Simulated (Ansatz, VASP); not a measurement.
## MgCd2Se3 in VASP and in Ansatz

```
CELL_PARAMETERS angstrom
4.00720 0.00000 0.00000
-2.00360 3.47033 0.00000
0.00000 0.00000 9.81262
ATOMIC_POSITIONS crystal
Mg 0.00000 0.00000 0.50000
Cd 0.33333 0.66667 0.17043
Cd 0.66667 0.33333 0.82957
Se 0.66667 0.33333 0.34238
Se 0.33333 0.66667 0.65762
Se 0.00000 0.00000 0.00000
```

Alike in both runs: functional PBE; k mesh 12 × 12 × 4; occupations gaussian, width 0.01 eV; no spin polarisation.

Ansatz relaxed the structure, and its values are those at the end. VASP's run is a single point on that final structure, the one shown.

|  | VASP | Ansatz |
| --- | --- | --- |
| version | VASP 6.6.1 | Ansatz 0.2.0 |
| potentials or method | VASP PAW PBE potentials, release 64 (Mg, Cd, Se), cutoff 520 eV | scalar-relativistic, plane waves, PAW |
| valence electrons in the cell | 44 | 98 |

|  | VASP | Ansatz | Ansatz less VASP |
| --- | --- | --- | --- |
| gap on the k mesh at the Fermi level (eV) | 0.17 | 0.19 | +0.017 |
| least direct gap on the mesh (eV) | 0.75 | 0.77 | +0.011 |
| pressure (GPa) | 0.2 | 0.0 | -0.20 |
| rms of the force components (eV/Å) | 0.011 | 0.002 | -0.0090 |

The functional is the same, so the differences come from potentials, cutoffs and numerics. VASP's potentials hold 44 valence electrons a cell and Ansatz's 98, so a difference there can come from the potentials and not from the codes.
